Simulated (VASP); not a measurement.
# Te (Fm-3m) in VASP: further runs

The runs below take Te through single point, with PBE.

All numbers are computed with VASP 6.6.1; they aren't measurements. Logs are shortened: lines on timing, memory, paths and dates and some standing lists are left out, and cuts for length are marked.

## Step 1: The cell of the first run

Symmetry: Fm-3m, No. 225, cubic system. Conventional cell: a = 4.837 Å, b = 4.837 Å, c = 4.837 Å, α = 90.00°, β = 90.00°, γ = 90.00°. Te (site symmetry m-3m) has 12 Te at 3.42 Å within 4.5 Å.

## Step 2: Single point, PBE

File INCAR:

```
PREC     = Accurate       # precision mode
ENCUT    = 500            # plane-wave cutoff, eV
EDIFF    = 1E-6           # SCF threshold, eV
ISMEAR   = -1             # smearing method
SIGMA    = 0.15           # smearing width, eV
LREAL    = F              # projectors in reciprocal space
LASPH    = T              # aspherical terms in the spheres
NELM     = 120            # most SCF steps
ALGO     = Normal         # electronic algorithm
ISIF     = 2              # what is computed and relaxed
LWAVE    = F              # write WAVECAR
LCHARG   = T              # write CHGCAR
GGA      = PE             # functional
LELF     = T              # ELF
LVHAR    = T            
NBANDS   = 9              # bands
GGA_COMPAT= F
```

File KPOINTS:

```
regular mesh
0
Gamma
  4 4 4
```

File POSCAR:

```
Te
1.0
    0.0000000000      2.4187000000      2.4187000000
    2.4187000000      0.0000000000      2.4187000000
    2.4187000000      2.4187000000      0.0000000000
Te
1
Direct
    0.0000000000      0.0000000000      0.0000000000
```

Potentials or basis: VASP PAW PBE potentials, release 64 (Te).

Started as:

```sh
$ cat potpaw_PBE.64/Te/POTCAR > POTCAR
$ mpirun -np 1 vasp_std > vasp.out
```

OUTCAR:

```text
PREC = Accurate
   ENCUT = 500
   EDIFF = 1E-6
   ISMEAR = -1
   LREAL = F
   LASPH = T
   NELM = 120
   ISIF = 2
   GGA = PE

 ion  position               nearest neighbor table
   1  0.000  0.000  0.000-

  LATTYP: Found a face centered cubic cell.
 ALAT       =     4.8374000000

  Lattice vectors:

 A1 = (   0.0000000000,   2.4187000000,   2.4187000000)
 A2 = (   2.4187000000,   0.0000000000,   2.4187000000)
 A3 = (   2.4187000000,   2.4187000000,   0.0000000000)

Analysis of symmetry for initial positions (statically):
=====================================================================
 Subroutine PRICEL returns:
 Original cell was already a primitive cell.

 Routine SETGRP: Setting up the symmetry group for a
 face centered cubic supercell.

 Subroutine GETGRP returns: Found 48 space group operations
 (whereof 48 operations were pure point group operations)
 out of a pool of 48 trial point group operations.

The static configuration has the point symmetry O_h .

Analysis of symmetry for dynamics (positions and initial velocities):
=====================================================================
 Subroutine PRICEL returns:
 Original cell was already a primitive cell.

 Routine SETGRP: Setting up the symmetry group for a
 face centered cubic supercell.

 Subroutine GETGRP returns: Found 48 space group operations
 (whereof 48 operations were pure point group operations)
 out of a pool of 48 trial point group operations.

The dynamic configuration has the point symmetry O_h .

 Subroutine INISYM returns: Found 48 space group operations
 (whereof 48 operations are pure point group operations),
 and found     1 'primitive' translations

----------------------------------------------------------------------------------------

                                     Primitive cell

  volume of cell :      28.2993

  direct lattice vectors                    reciprocal lattice vectors
     0.000000000  2.418700000  2.418700000    -0.206722620  0.206722620  0.206722620
     2.418700000  0.000000000  2.418700000     0.206722620 -0.206722620  0.206722620
     2.418700000  2.418700000  0.000000000     0.206722620  0.206722620 -0.206722620

  length of vectors
     3.420558343  3.420558343  3.420558343     0.358054080  0.358054080  0.358054080

  position of ions in fractional coordinates (direct lattice)
     0.000000000  0.000000000  0.000000000

  ion indices of the primitive-cell ions
   primitive index   ion index
                 1           1

----------------------------------------------------------------------------------------

 KPOINTS: regular mesh

Automatic generation of k-mesh.
 Grid dimensions read from file:
 generate k-points for:    4    4    4

 Generating k-lattice:

  Cartesian coordinates                     Fractional coordinates (reciprocal lattice)
    -0.051680655  0.051680655  0.051680655     0.250000000  0.000000000  0.000000000
     0.051680655 -0.051680655  0.051680655     0.000000000  0.250000000  0.000000000
     0.051680655  0.051680655 -0.051680655     0.000000000  0.000000000  0.250000000

  Length of vectors
     0.089513520  0.089513520  0.089513520

  Shift w.r.t. Gamma in fractional coordinates (k-lattice)
     0.000000000  0.000000000  0.000000000

 Subroutine IBZKPT returns following result:
 ===========================================

 Found      8 irreducible k-points:

 Following reciprocal coordinates:
            Coordinates               Weight
  0.000000  0.000000  0.000000      1.000000
  0.250000  0.000000  0.000000      8.000000
  0.500000  0.000000  0.000000      4.000000
  0.250000  0.250000  0.000000      6.000000
  0.500000  0.250000  0.000000     24.000000
 -0.250000  0.250000  0.000000     12.000000
  0.500000  0.500000  0.000000      3.000000
 -0.250000  0.500000  0.250000      6.000000
   k-points           NKPTS =      8   k-points in BZ     NKDIM =      8   number of bands    NBANDS=      9
   number of dos      NEDOS =    301   number of ions     NIONS =      1
   total plane-waves  NPLWV =  21952
   dimension x,y,z NGX =    28 NGY =   28 NGZ =   28
   dimension x,y,z NGXF=    56 NGYF=   56 NGZF=   56
   ions per type =               1
   NGX,Y,Z   is equivalent  to a cutoff of  13.61, 13.61, 13.61 a.u.
   NGXF,Y,Z  is equivalent  to a cutoff of  27.22, 27.22, 27.22 a.u.
 SYSTEM =  unknown system
   PREC   = accura    normal or accurate (medium, high low for compatibility)
   ISTART =      0    job   : 0-new  1-cont  2-samecut
   ICHARG =      2    charge: 1-file 2-atom 10-const
   ISPIN  =      1    spin polarized calculation?
   LNONCOLLINEAR =      F non collinear calculations
   LSORBIT =      F    spin-orbit coupling
   LASPH  =      T    aspherical Exc in radial PAW
   ENCUT  =  500.0 eV  36.75 Ry    6.06 a.u.   6.24  6.24  6.24*2*pi/ulx,y,z
   NELM   =    120;   NELMIN=  2; NELMDL= -5     # of ELM steps
   EDIFF  = 0.1E-05   stopping-criterion for ELM
   LREAL  =      F    real-space projection
   EDIFFG = 0.1E-04   stopping-criterion for IOM
   NSW    =      0    number of steps for IOM
   IBRION =     -1    ionic relax: 0-MD 1-quasi-New 2-CG
   NFREE  =      0    steps in history (QN), initial steepest desc. (CG)
   ISIF   =      2    stress and relaxation
   ISYM   =      2    0-nonsym 1-usesym 2-fastsym
   POTIM  = 0.5000    time-step for ionic-motion
   TEBEG  =    0.0;   TEEND  =   0.0 temperature during run
   PSTRESS=    0.0 pullay stress
   NELECT =       6.0000    total number of electrons
   NUPDOWN=      -1.0000    fix difference up-down
   EMIN   =  10.00;   EMAX   =-10.00  energy-range for DOS
   EFERMI =   0.00;   METHOD = LEGACY
   ISMEAR =    -1;   SIGMA  =   0.15  broadening in eV -4-tet -1-fermi 0-gaus
   EFERMI_NEDOS =   21; number of points for ismear=-14 and -15
   IALGO  =     38    algorithm
   IMIX   =      4    mixing-type and parameters
     AMIX     =   0.40;   BMIX     =  1.00
     AMIX_MAG =   1.60;   BMIX_MAG =  1.00
  volume/ion in A,a.u.               =      28.30       190.97
  Fermi-wavevector in a.u.,A,eV,Ry     =   0.976188  1.844727 12.965564  0.952942
  Thomas-Fermi vector in A             =   2.106786
   LORBIT       =      0    0 simple, 1 ext, 2 COOP (PROOUT), +10 PAW based schemes
   GGA     = PE    functional components
   LHFCALC =     F    Hartree Fock is set to
   AEXX    =    0.0000 exact exchange contribution
   IVDW    =     0    specifies the selected vdW correction
   LEPSILON=     F    determine dielectric tensor
   LRPA    =     F    only Hartree local field effects (RPA)
 non-spin polarized calculation
  energy-cutoff  :      500.00
  volume of cell :       28.30
 maximum number of plane-waves:       725
 NGX is ok and might be reduce to    28
   NGX = 13   NGY = 13   NGZ = 13

 number of electron       6.0000000 magnetization

 Free energy of the ion-electron system (eV)
  ---------------------------------------------------
  ext. energy  EPLUGINS =         0.00000000
  ---------------------------------------------------
  free energy    TOTEN  =        -2.97371355 eV

  energy without entropy =       -2.88631325  energy(sigma->0) =       -2.93001340

 E-fermi :   8.0586     XC(G=0): -10.1126

 val. band max:        7.0838703401   @ k =   0.5000   0.5000   0.0000
 cond. band min:       8.0961982673   @ k =   0.5000   0.2500   0.0000
 fundamental gap:      1.0123279271
 Fermi energy:         8.0585865635

 k-point     1 :       0.0000    0.0000    0.0000
  band No.  band energies     occupation
      1      -5.9917      2.00000
      2      10.9132      0.00000
      3      10.9132      0.00000
      4      10.9132      0.00000
      5      17.3862      0.00000
      6      17.3862      0.00000
      7      17.3862      0.00000
      8      17.6387      0.00000
      9      18.4301      0.00000

 k-point     2 :       0.2500    0.0000    0.0000
  band No.  band energies     occupation
      1      -4.9483      2.00000
      2       5.8583      2.00000
      3      10.1619      0.00000
      4      10.1619      0.00000
      5      15.3184      0.00000
      6      17.7462      0.00000
      7      17.7462      0.00000
      8      19.4752      0.00000
      9      20.6082      0.00000

 k-point     3 :       0.5000    0.0000    0.0000
  band No.  band energies     occupation
      1      -3.1276      2.00000
      2       1.8453      2.00000
      3       9.6110      0.00006
      4       9.6110      0.00006
      5      14.8311      0.00000
      6      16.6201      0.00000
      7      16.6201      0.00000
      8      17.8385      0.00000
      9      25.6633      0.00000

 k-point     4 :       0.2500    0.2500    0.0000
  band No.  band energies     occupation
      1      -4.5911      2.00000
      2       6.8436      1.99939
      3       8.5270      0.08438
      4       8.5270      0.08438
      5      13.6825      0.00000
      6      14.4283      0.00000
      7      21.3604      0.00000
      8      21.3604      0.00000
      9      23.1468      0.00000

 k-point     5 :       0.5000    0.2500    0.0000
  band No.  band energies     occupation
      1      -2.7264      2.00000
      2       3.2103      2.00000
      3       6.1391      1.99999
      4       8.0962      0.87528
      5      13.1594      0.00000
      6      17.0457      0.00000
      7      20.0843      0.00000
      8      20.4654      0.00000
      9      24.1932      0.00000

 k-point     6 :      -0.2500    0.2500    0.0000
  band No.  band energies     occupation
      1      -3.4279      2.00000
      2       4.2856      2.00000
      3       5.6787      2.00000
      4       9.4644      0.00017
      5      14.7236      0.00000
      6      18.5600      0.00000
      7      18.8326      0.00000
      8      19.8937      0.00000
      9      20.0369      0.00000

 k-point     7 :       0.5000    0.5000    0.0000
  band No.  band energies     occupation
      1      -1.9736      2.00000
      2       2.5771      2.00000
      3       7.0839      1.99699
      4       7.0839      1.99699
      5      11.6617      0.00000
      6      12.2980      0.00000
      7      26.0543      0.00000
      8      26.7933      0.00000
      9      26.9505      0.00000

 k-point     8 :      -0.2500    0.5000    0.2500
  band No.  band energies     occupation
      1      -1.8629      2.00000
      2       4.1454      2.00000
      3       4.1454      2.00000
      4       5.7754      2.00000
      5      15.9047      0.00000
      6      17.9615      0.00000
      7      17.9615      0.00000
      8      19.0884      0.00000
      9      27.1448      0.00000

------------------------ aborting loop because EDIFF is reached ----------------------------------------

  FORCE on cell =-STRESS in cart. coord.  units (eV):
  Direction    XX          YY          ZZ          XY          YZ          ZX
  --------------------------------------------------------------------------------------
  -------------------------------------------------------------------------------------
  Total        0.0322653      0.0322653      0.0322653      0.0000000      0.0000000     -0.0000000
  in kB        1.8267126      1.8267126      1.8267126      0.0000000      0.0000000     -0.0000000
  external PRESSURE =       1.8267126 kB  Pullay stress =       0.0000000 kB

 VOLUME and BASIS-vectors are now :
 -----------------------------------------------------------------------------
  energy-cutoff  :      500.00
  volume of cell :       28.30
      direct lattice vectors                 reciprocal lattice vectors
     0.000000000  2.418700000  2.418700000    -0.206722620  0.206722620  0.206722620
     2.418700000  0.000000000  2.418700000     0.206722620 -0.206722620  0.206722620
     2.418700000  2.418700000  0.000000000     0.206722620  0.206722620 -0.206722620

 POSITION                                       TOTAL-FORCE (eV/Angst)
 -----------------------------------------------------------------------------------
      0.00000      0.00000      0.00000         0.000000      0.000000      0.000000
 -----------------------------------------------------------------------------------
    total drift:                               -0.000000     -0.000000     -0.000000

  FREE ENERGIE OF THE ION-ELECTRON SYSTEM (eV)
  ---------------------------------------------------
  free  energy   TOTEN  =        -2.9737135518 eV

  energy  without entropy=       -2.8863132520  energy(sigma->0) =       -2.93001340
```

It used 6.1 s of CPU time on 1 thread of AMD EPYC 7R13 Processor (Zen 3), on a shared host.

What came out:

| Quantity | Value |
| --- | --- |
| Free energy | -2.9737 eV |
| Pressure | 0.2 GPa |
| Band gap on the k mesh | zero (band 3 reaches 10.91 eV, above the bottom of band 4 at 5.78 eV) |

Caveat: the k points lie up to 0.56 Å⁻¹ apart; spin-orbit coupling is left out, which moves the levels of the heavy elements.

## Step 3: Single point, PBE

File INCAR:

```
SYSTEM = Te
PREC = Accurate ; ENCUT = 500
EDIFF = 1E-6 ; ISMEAR = -1
SIGMA = 0.15 ; LREAL = .False.
LASPH = .True. ; NELM = 120
ALGO = Normal ; ISIF = 2
LWAVE = .False. ; LCHARG = .False.
GGA = PE ; NBANDS = 9
GGA_COMPAT = .False.
```

File KPOINTS:

```
regular mesh
0
Gamma
  4 4 4
  0 0 0
```

POSCAR is that of step 2.

Potentials or basis: VASP PAW PBE potentials, release 64 (Te).

Started as:

```sh
$ cat potpaw_PBE.64/Te/POTCAR > POTCAR
$ mpirun -np 1 vasp_std > vasp.out
```

It used 5.2 s of CPU time on 1 thread of AMD EPYC 7R13 Processor (Zen 3) (shared host).

It converged, with:

```yaml
Free_energy: -2.9737 eV
Pressure: 0.2 GPa
Band_gap_on_the_k_mesh: zero (band 3 reaches 10.91 eV, above the bottom of band 4 at 5.78 eV)
```

Levels at points of the mesh, in eV from the Fermi level:
```csv
k point,band 1,band 2,band 3,band 4,band 5,band 6,band 7
"(0.00, 0.00, 0.00)",-14.05,2.85,2.85,2.85,9.33,9.33,9.33
"(0.50, 0.00, 0.00)",-11.19,-6.21,1.55,1.55,6.77,8.56,8.56
"(0.50, 0.50, 0.00)",-10.03,-5.48,-0.97,-0.97,3.60,4.24,18.00
```

Caveat: the k points lie up to 0.56 Å⁻¹ apart; spin-orbit coupling is left out, which moves the levels of the heavy elements.

## Step 4: Single point, PBE, non-collinear spin, zero start, spin-orbit coupling

File INCAR:

```
SYSTEM = Te
ALGO = Normal
EDIFF = 1E-6
ENCUT = 500
GGA = PE
GGA_COMPAT = .False.
ISIF = 2
ISMEAR = -1
LASPH = .True.
LCHARG = .False.
LORBIT = 11
LORBMOM = .True.
LREAL = .False.
LSORBIT = .True.
LWAVE = .False.
MAGMOM = 0 0 0
NBANDS = 17
NELM = 200
PREC = Accurate
SIGMA = 0.15
```

File KPOINTS:

```
k-points
0
Gamma
  4 4 4
  0 0 0
```

POSCAR is that of step 3.

Started as:

```sh
$ cat potpaw_PBE.64/Te/POTCAR > POTCAR
$ mpirun -np 1 vasp_ncl > vasp.out
```

It used 21 s of CPU time on 1 thread of AMD EPYC 7R13 Processor (Zen 3), on a shared host.

Results (log left out):

- Free energy: -3.1019 eV
- Pressure: 0.5 GPa
- Net moment: 0.00 μB per cell
- Valence electrons inside the program's atomic spheres: Te 3.23

Moments on the atoms (μB; x, y, z):
```
Te  0.00 0.00 0.00
```

Caveat: the k points lie up to 0.56 Å⁻¹ apart.
